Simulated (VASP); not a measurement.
# PbO (Pbcm) in VASP: notebook, part 2 of 2

VASP 6.6.1. The steps go on from the part before.

### Step 3. Single point, PBEsol

This run uses another cell than the first one, of 19.08 Å³/atom, 1.064 times its volume.

File INCAR:

```
SYSTEM = PbO
PREC = Accurate
ENCUT = 520
EDIFF = 1E-6
ISMEAR = -1
SIGMA = 0.05
LREAL = .FALSE.
LASPH = .TRUE.
NELM = 60
ALGO = Normal
ISIF = 2
LWAVE = .FALSE.
LCHARG = .FALSE.
GGA = PS
NBANDS = 50
```

File KPOINTS:

```
regular mesh
0
G
  5 5 6
  0 0 0
```

File POSCAR:

```
PbO
1.0
    5.8760000000      0.0000000000      0.0000000000
    0.0000000000      5.4760000000      0.0000000000
    0.0000000000      0.0000000000      4.7430000000
Pb O
4 4
Direct
    0.7690000000      0.5140000000      0.2500000000
    0.2310000000      0.4860000000      0.7500000000
    0.7690000000      0.9860000000      0.7500000000
    0.2310000000      0.0140000000      0.2500000000
    0.1320000000      0.5820000000      0.2500000000
    0.8680000000      0.4180000000      0.7500000000
    0.1320000000      0.9180000000      0.7500000000
    0.8680000000      0.0820000000      0.2500000000
```

Potentials or basis: VASP PAW PBE potentials, release 64 (Pb_d, O).

Run with:

```bash
> cat potpaw_PBE.64/Pb_d/POTCAR potpaw_PBE.64/O/POTCAR > POTCAR
> mpirun -np 1 vasp_std > vasp.out
```

OUTCAR:

```text
SYSTEM = PbO
   PREC = Accurate
   ENCUT = 520
   EDIFF = 1E-6
   ISMEAR = -1
   LREAL = .FALSE.
   LASPH = .TRUE.
   NELM = 60
   ISIF = 2
   GGA = PS

 ion  position               nearest neighbor table
   1  0.769  0.514  0.250-   5 2.17   8 2.44   6 2.50   6 2.50   3 3.51   3 3.51   2 3.61   2 3.61
                             3 3.74   3 3.74   4 3.86   4 3.86   2 3.95   2 3.95
   2  0.231  0.486  0.750-   6 2.17   7 2.44   5 2.50   5 2.50   4 3.51   4 3.51   1 3.61   1 3.61
                             4 3.74   4 3.74   3 3.86   3 3.86   1 3.95   1 3.95
   3  0.769  0.986  0.750-   7 2.17   6 2.44   8 2.50   8 2.50   1 3.51   1 3.51   4 3.61   4 3.61
                             1 3.74   1 3.74   2 3.86   2 3.86   4 3.95   4 3.95
   4  0.231  0.014  0.250-   8 2.17   5 2.44   7 2.50   7 2.50   2 3.51   2 3.51   3 3.61   3 3.61
                             2 3.74   2 3.74   1 3.86   1 3.86   3 3.95   3 3.95
   5  0.132  0.582  0.250-   1 2.17   4 2.44   2 2.50   2 2.50
   6  0.868  0.418  0.750-   2 2.17   3 2.44   1 2.50   1 2.50
   7  0.132  0.918  0.750-   3 2.17   2 2.44   4 2.50   4 2.50
   8  0.868  0.082  0.250-   4 2.17   1 2.44   3 2.50   3 2.50

  LATTYP: Found a simple orthorhombic cell.
 ALAT       =     4.7430000000
 B/A-ratio  =     1.1545435378
 C/A-ratio  =     1.2388783470

  Lattice vectors:

 A1 = (   0.0000000000,   0.0000000000,  -4.7430000000)
 A2 = (   0.0000000000,   5.4760000000,   0.0000000000)
 A3 = (   5.8760000000,   0.0000000000,   0.0000000000)

Analysis of symmetry for initial positions (statically):
=====================================================================
 Subroutine PRICEL returns:
 Original cell was already a primitive cell.

 Routine SETGRP: Setting up the symmetry group for a
 simple orthorhombic supercell.

 Subroutine GETGRP returns: Found  8 space group operations
 (whereof  2 operations were pure point group operations)
 out of a pool of  8 trial point group operations.

The static configuration has the point symmetry S_2 .
 The point group associated with its full space group is D_2h.

Analysis of symmetry for dynamics (positions and initial velocities):
=====================================================================
 Subroutine PRICEL returns:
 Original cell was already a primitive cell.

 Routine SETGRP: Setting up the symmetry group for a
 simple orthorhombic supercell.

 Subroutine GETGRP returns: Found  8 space group operations
 (whereof  2 operations were pure point group operations)
 out of a pool of  8 trial point group operations.

The dynamic configuration has the point symmetry S_2 .
 The point group associated with its full space group is D_2h.

 Subroutine INISYM returns: Found  8 space group operations
 (whereof  2 operations are pure point group operations),
 and found     1 'primitive' translations

----------------------------------------------------------------------------------------

                                     Primitive cell

  volume of cell :     152.6154

  direct lattice vectors                    reciprocal lattice vectors
     5.876000000  0.000000000  0.000000000     0.170183799  0.000000000  0.000000000
     0.000000000  5.476000000  0.000000000     0.000000000  0.182615047  0.000000000
     0.000000000  0.000000000  4.743000000     0.000000000  0.000000000  0.210837023

  length of vectors
[... 48 lines left out ...]

 Following reciprocal coordinates:
            Coordinates               Weight
  0.000000  0.000000  0.000000      1.000000
  0.200000  0.000000  0.000000      2.000000
  0.400000  0.000000  0.000000      2.000000
  0.000000  0.200000  0.000000      2.000000
  0.200000  0.200000  0.000000      4.000000
  0.400000  0.200000  0.000000      4.000000
[... 16 lines left out ...]
  0.200000  0.200000  0.333333      8.000000
  0.400000  0.200000  0.333333      8.000000
 [... further k-points ...]
   k-points           NKPTS =     36   k-points in BZ     NKDIM =     36   number of bands    NBANDS=     50
   number of dos      NEDOS =    301   number of ions     NIONS =      8
   total plane-waves  NPLWV =  72576
   dimension x,y,z NGX =    48 NGY =   42 NGZ =   36
   dimension x,y,z NGXF=    96 NGYF=   84 NGZF=   72
   ions per type =               4   4
   NGX,Y,Z   is equivalent  to a cutoff of  13.58, 12.75, 12.62 a.u.
   NGXF,Y,Z  is equivalent  to a cutoff of  27.16, 25.50, 25.24 a.u.
 SYSTEM =  PbO
   PREC   = accura    normal or accurate (medium, high low for compatibility)
   ISTART =      0    job   : 0-new  1-cont  2-samecut
   ICHARG =      2    charge: 1-file 2-atom 10-const
   ISPIN  =      1    spin polarized calculation?
   LNONCOLLINEAR =      F non collinear calculations
   LSORBIT =      F    spin-orbit coupling
   LASPH  =      T    aspherical Exc in radial PAW
   ENCUT  =  520.0 eV  38.22 Ry    6.18 a.u.  10.93 10.18  8.82*2*pi/ulx,y,z
   NELM   =     60;   NELMIN=  2; NELMDL= -5     # of ELM steps
   EDIFF  = 0.1E-05   stopping-criterion for ELM
   LREAL  =      F    real-space projection
[... 7 lines left out ...]
   TEBEG  =    0.0;   TEEND  =   0.0 temperature during run
   PSTRESS=    0.0 pullay stress
   NELECT =      80.0000    total number of electrons
   NUPDOWN=      -1.0000    fix difference up-down
   EMIN   =  10.00;   EMAX   =-10.00  energy-range for DOS
   EFERMI =   0.00;   METHOD = LEGACY
   ISMEAR =    -1;   SIGMA  =   0.05  broadening in eV -4-tet -1-fermi 0-gaus
   EFERMI_NEDOS =   21; number of points for ismear=-14 and -15
   IALGO  =     38    algorithm
   IMIX   =      4    mixing-type and parameters
     AMIX     =   0.40;   BMIX     =  1.00
     AMIX_MAG =   1.60;   BMIX_MAG =  1.00
  volume/ion in A,a.u.               =      19.08       128.74
  Fermi-wavevector in a.u.,A,eV,Ry     =   1.319994  2.494427 23.706585  1.742385
  Thomas-Fermi vector in A             =   2.449852
   LORBIT       =      0    0 simple, 1 ext, 2 COOP (PROOUT), +10 PAW based schemes
   GGA     = PS    functional components
   LHFCALC =     F    Hartree Fock is set to
   AEXX    =    0.0000 exact exchange contribution
   IVDW    =     0    specifies the selected vdW correction
   LEPSILON=     F    determine dielectric tensor
   LRPA    =     F    only Hartree local field effects (RPA)
 non-spin polarized calculation
  energy-cutoff  :      520.00
  volume of cell :      152.62
 maximum number of plane-waves:      4140
 NGX is ok and might be reduce to    48
   NGX = 21   NGY = 21   NGZ = 17

 number of electron      79.9999990 magnetization

 Free energy of the ion-electron system (eV)
  ---------------------------------------------------
  ext. energy  EPLUGINS =         0.00000000
  ---------------------------------------------------
  free energy    TOTEN  =       -45.26465892 eV

  energy without entropy =      -45.26465891  energy(sigma->0) =      -45.26465891

 E-fermi :   5.6122     XC(G=0): -10.3871

 val. band max:        4.6409473109   @ k =   0.4000   0.2000   0.0000
 cond. band min:       6.5336819443   @ k =   0.4000   0.4000   0.3333
 fundamental gap:      1.8927346334
 Fermi energy:         5.6121521892

 k-point     1 :       0.0000    0.0000    0.0000
  band No.  band energies     occupation
      1     -12.7743      2.00000
      2     -12.5927      2.00000
      3     -12.5174      2.00000
      4     -12.4542      2.00000
      5     -10.8171      2.00000
      6     -10.7545      2.00000
[... 1261 lines left out ...]
     49      11.9477      0.00000
     50      12.2397      0.00000

 [... further k-points ...]

------------------------ aborting loop because EDIFF is reached ----------------------------------------

  FORCE on cell =-STRESS in cart. coord.  units (eV):
  Direction    XX          YY          ZZ          XY          YZ          ZX
  --------------------------------------------------------------------------------------
  -------------------------------------------------------------------------------------
  Total        2.5398398     -5.0698073     -2.5077922      0.0000000     -0.0000000      0.0000000
  in kB       26.6635862    -53.2235308    -26.3271453      0.0000000     -0.0000000      0.0000000
  external PRESSURE =     -17.6290300 kB  Pullay stress =       0.0000000 kB

 VOLUME and BASIS-vectors are now :
 -----------------------------------------------------------------------------
  energy-cutoff  :      520.00
  volume of cell :      152.62
      direct lattice vectors                 reciprocal lattice vectors
     5.876000000  0.000000000  0.000000000     0.170183799  0.000000000  0.000000000
     0.000000000  5.476000000  0.000000000     0.000000000  0.182615047  0.000000000
     0.000000000  0.000000000  4.743000000     0.000000000  0.000000000  0.210837023

 POSITION                                       TOTAL-FORCE (eV/Angst)
 -----------------------------------------------------------------------------------
      4.51864      2.81466      1.18575        -0.032306     -0.960120     -0.000000
      1.35736      2.66134      3.55725         0.032306      0.960120     -0.000000
      4.51864      5.39934      3.55725        -0.032306      0.960120      0.000000
      1.35736      0.07666      1.18575         0.032306     -0.960120     -0.000000
      0.77563      3.18703      1.18575         0.691265      0.338773      0.000000
      5.10037      2.28897      3.55725        -0.691265     -0.338773      0.000000
      0.77563      5.02697      3.55725         0.691265     -0.338773      0.000000
      5.10037      0.44903      1.18575        -0.691265      0.338773      0.000000
 -----------------------------------------------------------------------------------
    total drift:                                0.000000      0.000000     -0.000000

  FREE ENERGIE OF THE ION-ELECTRON SYSTEM (eV)
  ---------------------------------------------------
  free  energy   TOTEN  =       -45.2646589159 eV

  energy  without entropy=      -45.2646589136  energy(sigma->0) =      -45.26465891
```

Wall time 6.1 min (1 thread of Oxide Virtual Turin-like, shared host); peak memory 0.34 GiB.

Results:

```
Free energy            : -45.2647 eV
Pressure               : -1.8 GPa
Largest force          : 0.961 eV/Å
Band gap on the k mesh : 1.89 eV, indirect (least direct gap 2.08 eV)
```

Forces in eV/Å, atoms in the order of the input:
```
Pb  -0.032 -0.960  0.000
Pb   0.032  0.960  0.000
Pb  -0.032  0.960  0.000
Pb   0.032 -0.960  0.000
O    0.691  0.339  0.000
O   -0.691 -0.339  0.000
O    0.691 -0.339  0.000
O   -0.691  0.339  0.000
```

Stress tensor (GPa, compression positive):
```
 2.67  0.00  0.00
 0.00 -5.32  0.00
 0.00  0.00 -2.63
```

Caveat: the PAW data sets were made with another functional, which shifts forces and pressure a little; spin-orbit coupling is left out, which moves the levels of the heavy elements.

### Step 4. Single point, PBEsol

This run uses another cell than the first one, of 19.84 Å³/atom, 1.106 times its volume.

File INCAR:

```
SYSTEM = PbO
PREC = Accurate ; ENCUT = 520
EDIFF = 1E-6 ; ISMEAR = -1
SIGMA = 0.05 ; LREAL = .FALSE.
LASPH = .TRUE. ; NELM = 80
ALGO = Normal ; ISIF = 2
LWAVE = .FALSE. ; LCHARG = .FALSE.
GGA = PS ; NBANDS = 50
```

KPOINTS is that of step 3.

Changes to POSCAR since step 3:

```diff
@@ -2,5 +2,5 @@
 1.0
-    5.8760000000      0.0000000000      0.0000000000
-    0.0000000000      5.4760000000      0.0000000000
-    0.0000000000      0.0000000000      4.7430000000
+    5.9533246568      0.0000000000      0.0000000000
+    0.0000000000      5.5480608953      0.0000000000
+    0.0000000000      0.0000000000      4.8054150523
 Pb O
```

Potentials or basis: VASP PAW PBE potentials, release 64 (Pb_d, O).

Run with:

```bash
> cat potpaw_PBE.64/Pb_d/POTCAR potpaw_PBE.64/O/POTCAR > POTCAR
> mpirun -np 1 vasp_std > vasp.out
```

OUTCAR:

```text
SYSTEM = PbO
   PREC = Accurate
   ENCUT = 520
   EDIFF = 1E-6
   ISMEAR = -1
   LREAL = .FALSE.
   LASPH = .TRUE.
   NELM = 80
   ISIF = 2
   GGA = PS

 ion  position               nearest neighbor table
   1  0.769  0.514  0.250-   5 2.19   8 2.47   6 2.53   6 2.53   3 3.55   3 3.55   2 3.66   2 3.66
                             3 3.79   3 3.79   4 3.91   4 3.91   2 4.01   2 4.01
   2  0.231  0.486  0.750-   6 2.19   7 2.47   5 2.53   5 2.53   4 3.55   4 3.55   1 3.66   1 3.66
                             4 3.79   4 3.79   3 3.91   3 3.91   1 4.01   1 4.01
   3  0.769  0.986  0.750-   7 2.19   6 2.47   8 2.53   8 2.53   1 3.55   1 3.55   4 3.66   4 3.66
                             1 3.79   1 3.79   2 3.91   2 3.91   4 4.01   4 4.01
[... 1495 lines left out ...]
  external PRESSURE =     -47.0713577 kB  Pullay stress =       0.0000000 kB

 VOLUME and BASIS-vectors are now :
 -----------------------------------------------------------------------------
  energy-cutoff  :      520.00
  volume of cell :      158.72
      direct lattice vectors                 reciprocal lattice vectors
     5.953324657  0.000000000  0.000000000     0.167973369  0.000000000  0.000000000
     0.000000000  5.548060895  0.000000000     0.000000000  0.180243155  0.000000000
     0.000000000  0.000000000  4.805415052     0.000000000  0.000000000  0.208098570

 POSITION                                       TOTAL-FORCE (eV/Angst)
 -----------------------------------------------------------------------------------
      4.57811      2.85170      1.20135         0.480244     -1.045783      0.000000
      1.37522      2.69636      3.60406        -0.480244      1.045783      0.000000
      4.57811      5.47039      3.60406         0.480244      1.045783     -0.000000
      1.37522      0.07767      1.20135        -0.480244     -1.045783     -0.000000
      0.78584      3.22897      1.20135         0.504236      0.317355      0.000000
      5.16749      2.31909      3.60406        -0.504236     -0.317355      0.000000
      0.78584      5.09312      3.60406         0.504236     -0.317355     -0.000000
      5.16749      0.45494      1.20135        -0.504236      0.317355      0.000000
 -----------------------------------------------------------------------------------
    total drift:                                0.000000      0.000000     -0.000000

  FREE ENERGIE OF THE ION-ELECTRON SYSTEM (eV)
  ---------------------------------------------------
  free  energy   TOTEN  =       -45.1458811388 eV

  energy  without entropy=      -45.1458811356  energy(sigma->0) =      -45.14588114
```

stdout:

```text
POSCAR found type information on POSCAR PbO
 POSCAR found :  2 types and       8 ions
 scaLAPACK will be used
 -----------------------------------------------------------------------------
|                                                                             |
|                                                                             |
|     You enforced a specific xc type in the INCAR file but a different       |
|     I HOPE YOU KNOW WHAT YOU ARE DOING!                                     |
|                                                                             |
 -----------------------------------------------------------------------------

 LDA part: xc-table for (Slater+PW92), standard interpolation
 POSCAR, INCAR and KPOINTS ok, starting setup
 FFT: planning ... GRIDC
 FFT: planning ... GRID_SOFT
 FFT: planning ... GRID
 WAVECAR not read
 entering main loop
```

It took 5 min on 1 thread of Oxide Virtual Turin-like, shared host; peak memory 0.35 GiB.

Results:

```
Free energy            : -45.1459 eV
Pressure               : -4.7 GPa
Largest force          : 1.151 eV/Å
Band gap on the k mesh : 1.84 eV, indirect (least direct gap 2.03 eV)
```

Forces in eV/Å, atoms in the order of the input:
```
Pb   0.480 -1.046  0.000
Pb  -0.480  1.046  0.000
Pb   0.480  1.046  0.000
Pb  -0.480 -1.046  0.000
O    0.504  0.317  0.000
O   -0.504 -0.317  0.000
O    0.504 -0.317  0.000
O   -0.504  0.317  0.000
```

Caveat: the PAW data sets were made with another functional, which shifts forces and pressure a little; spin-orbit coupling is left out, which moves the levels of the heavy elements.

### Step 5. Summary

```tsv
cell	gap on the mesh (eV)	pressure (GPa)	largest force (eV/Å)
a = 5.756, b = 5.364, c = 4.646 Å, 8 atoms	1.93	4.1	1.25
a = 5.876, b = 5.476, c = 4.743 Å, 8 atoms	1.89	-1.8	0.96
a = 5.953, b = 5.548, c = 4.805 Å, 8 atoms	1.84	-4.7	1.15
```

Alike in all rows: task single point; level PBEsol; potentials or basis VASP PAW PBE potentials, release 64 (Pb_d, O); no spin polarisation; k mesh 5 × 5 × 6; cutoff (eV) 520; smearing fermi-dirac 0.05 eV.

Caveats: the PAW data sets were made with another functional, which shifts forces and pressure a little; spin-orbit coupling is left out, which moves the levels of the heavy elements.

Total energies depend on the potentials used, so only differences within one code and one set of settings carry meaning.
